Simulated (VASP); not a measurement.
A run of VASP 6.6.1:

The input POSCAR:

```
ZrSi3O8
1.0
    3.4697025985      0.0000000000      0.0000000000
    0.0000000000      5.8136635702      0.0000000000
    0.0000000000      0.0000000000      5.7462996755
Si Zr O
3 1 8
Direct
    0.5000000000      0.2525721345      0.5581193514
    0.5000000000      0.7474278655      0.5581193514
    0.0000000000      0.5000000000     -0.0788983838
    0.0000000000      0.0000000000     -0.0220002717
    0.5000000000      0.0000000000      0.3906465164
    0.0000000000      0.2945894841      0.1161757372
    0.0000000000      0.2656605234      0.6569447010
    0.5000000000      0.0000000000      0.7963879298
    0.5000000000      0.5000000000      0.4143612560
    0.0000000000      0.7054105159      0.1161757372
    0.0000000000      0.7343394766      0.6569447010
    0.5000000000      0.5000000000      0.8370233740
```

The input INCAR.step1:

```
SYSTEM = ZrSi3O8
PREC     = Accurate       ! precision mode
ENCUT    = 520            ! plane-wave cutoff, eV
ISMEAR   = 0              ! smearing method
SIGMA    = 0.01           ! smearing width, eV
LREAL    = .False.        ! projectors in reciprocal space
LASPH    = .True.         ! aspherical terms in the spheres
NELM     = 60             ! most SCF steps
NBANDS   = 48             ! bands
GGA      = PE             ! functional
ALGO     = Normal         ! electronic algorithm
EDIFF    = 1E-4           ! SCF threshold, eV
LWAVE    = .True.         ! write WAVECAR
LCHARG   = .False.        ! write CHGCAR
```

Contents of INCAR.step2:

```
SYSTEM = ZrSi3O8
PREC     = Accurate       ! precision mode
ENCUT    = 520            ! plane-wave cutoff, eV
EDIFF    = 1E-6           ! SCF threshold, eV
ISMEAR   = 0              ! smearing method
SIGMA    = 0.01           ! smearing width, eV
LREAL    = .False.        ! projectors in reciprocal space
LASPH    = .True.         ! aspherical terms in the spheres
NELM     = 60             ! most SCF steps
ALGO     = Normal         ! electronic algorithm
ISIF     = 2              ! what is computed and relaxed
LWAVE    = .False.        ! write WAVECAR
LCHARG   = .False.        ! write CHGCAR
METAGGA  = R2SCAN         ! meta-GGA
LMIXTAU  = .True.       
NBANDS   = 48             ! bands
ISTART   = 1
```

KPOINTS

```
regular mesh
0
Gamma
  8 4 4
  0 0 0
```

Potentials or basis: VASP PAW PBE potentials, release 64 (Si, Zr_sv, O).

Command:

```sh
$ cat potpaw_PBE.64/Si/POTCAR potpaw_PBE.64/Zr_sv/POTCAR potpaw_PBE.64/O/POTCAR > POTCAR
$ cp INCAR.step1 INCAR
$ mpirun -np 1 vasp_std > vasp.out
$ cp INCAR.step2 INCAR
$ mpirun -np 1 vasp_std > vasp.out
```

Hardware: 1 thread of Intel(R) Xeon(R) 6975P-C (Granite Rapids), with other jobs on the host.

Q: Estimate the wall time of this run.

A: Wall time 7.2 min on 1 thread of Intel(R) Xeon(R) 6975P-C (Granite Rapids), with other jobs on the host, peak memory 0.38 GiB. Counts: k points 45.
